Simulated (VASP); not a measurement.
Wanted: the native input for a VASP 6.6.1 run.

| Item | Value |
| --- | --- |
| Task | relaxation of cell and atoms |
| Functional | r2SCAN |
| Potentials or basis | VASP PAW PBE potentials, release 64 (Ta_pv) |
| Cutoff | 600 eV |
| k mesh | 8 × 8 × 8 |
| Occupations | gaussian, width 0.1 eV |
| Spin | no spin polarisation |
| Target pressure | 10.6 GPa |
| Dipole correction | no |
| Further INCAR settings | ALGO = Normal; EDIFF = 1e-06; IBRION = 2; EDIFFG = -0.05; NSW = 80; ISIF = 3 |

Ta:

```
Ta
1.0
    -1.65128    1.65128    1.65128
     1.65128   -1.65128    1.65128
     1.65128    1.65128   -1.65128
Ta
1
Direct
  0.00000 0.00000 0.00000
```

One way to write it, as run:

POSCAR

```
Ta
1.0
   -1.6512800000      1.6512800000      1.6512800000
    1.6512800000     -1.6512800000      1.6512800000
    1.6512800000      1.6512800000     -1.6512800000
Ta
1
Direct
    0.0000000000      0.0000000000      0.0000000000
```

INCAR.step1

```
PREC = Accurate
ENCUT = 600
ISMEAR = 0
SIGMA = 0.1
LREAL = F
LASPH = T
NELM = 80
GGA = PE
ALGO = Normal
EDIFF = 1E-4
LWAVE = T
LCHARG = F
```

INCAR.step2

```
PREC = Accurate
ENCUT = 600
EDIFF = 1E-6
ISMEAR = 0
SIGMA = 0.1
LREAL = F
LASPH = T
NELM = 80
ALGO = Normal
ISIF = 3
LWAVE = F
LCHARG = F
METAGGA = R2SCAN
LMIXTAU = T
IBRION = 2
NSW = 80
EDIFFG = -0.05
PSTRESS = 106.0
ISTART = 1
```

KPOINTS

```
regular mesh
0
Gamma
  8 8 8
```

Potentials or basis: VASP PAW PBE potentials, release 64 (Ta_pv).

The run is started by

```bash
$ cat potpaw_PBE.64/Ta_pv/POTCAR > POTCAR
$ cp INCAR.step1 INCAR
$ mpirun -np 1 vasp_std > vasp.out
$ cp INCAR.step2 INCAR
$ mpirun -np 1 vasp_std > vasp.out
```

It gave:

The relaxed volume is 17.09 Å³/atom. The relaxed cell is a = 2.810 Å, b = 2.810 Å, c = 2.810 Å, α = 109.47°, β = 109.47°, γ = 109.47°, the space group after relaxing (to 0.05 Å) is Im-3m (No. 229) and the energy change on relaxing (the enthalpy is what falls) is +24.1 meV/atom. The ionic steps are 4 and the pressure after relaxing is 10.4 GPa.

Caveat: the cell is relaxed towards a set pressure, so the enthalpy falls and the energy may rise; the PAW data sets were made with another functional, which shifts forces and pressure a little.

It took 2.9 min on 1 thread of AMD EPYC 7R43 64-Core Processor (Zen 3) (shared host), peak memory 0.13 GiB.
